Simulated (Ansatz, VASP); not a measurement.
**Two plane-wave programs on CdS**

The input INCAR:

```
PREC = Accurate
ENCUT = 500
EDIFF = 1E-6
ISMEAR = -1
SIGMA = 0.1
LREAL = False
LASPH = True
NELM = 120
ALGO = Normal
ISIF = 2
LWAVE = False
LCHARG = False
GGA = PS
NBANDS = 26
GGA_COMPAT = False
```

KPOINTS

```
regular mesh
0
Gamma
  4 4 4
```

Contents of POSCAR:

```
CdS
1.0
    3.8984400000      0.0000000000      0.0000000000
    0.0000000000      5.5114900000      0.0000000000
    0.0000000000      0.0000000000      3.8981000000
Cd S
2 2
Direct
    0.5000000000      0.5000000000      0.2430300000
    0.0000000000      0.0000000000      0.7569700000
    0.5000000000      0.0000000000      0.2551600000
    0.0000000000      0.5000000000      0.7448400000
```

Input for Ansatz:

```yaml
crystal:
  lattice:
    - [3.89844, 0.0, 0.0]
    - [0.0, 5.51149, 0.0]
    - [0.0, 0.0, 3.8981]
  atoms:
    - { symbol: Cd, position: [0.5, 0.5, 0.24303] }
    - { symbol: Cd, position: [0.0, 0.0, 0.75697] }
    - { symbol: S, position: [0.5, 0.0, 0.25516] }
    - { symbol: S, position: [0.0, 0.5, 0.74484] }
kpoints:
  mp_grid:
    grid: [4, 4, 4]
hamiltonian:
  xc: pbesol
scf:
  convergence:
    dr2_threshold: 1.0e-10
  occupations:
    method: fermi_dirac
    width: 0.1
output:
  stress: true
```

Alike in both runs: task single point; functional PBEsol; k mesh 4 × 4 × 4; occupations fermi-dirac, width 0.1 eV; no spin polarisation.

|  | VASP | Ansatz |
| --- | --- | --- |
| version | VASP 6.6.1 | Ansatz 0.2.0 |
| potentials or method | VASP PAW PBE potentials, release 64 (Cd, S) | plane waves, PAW |
| plane-wave cutoff (eV) | 500 | 420 |
| valence electrons in the cell | 36 | 52 |

```csv
,VASP,Ansatz,Ansatz less VASP
pressure (GPa),-4.0,-4.5,-0.41
"traceless stress, the component that is largest in VASP (GPa)",-0.40,-0.40,+0.002
```

VASP's potentials were made for PBE, not for PBEsol. The functional is the same, so the differences come from potentials, cutoffs and numerics. VASP's potentials hold 36 valence electrons a cell and Ansatz's 52, so a difference there can come from the potentials and not from the codes.

The k mesh is coarse, so the values compare programs but aren't converged.
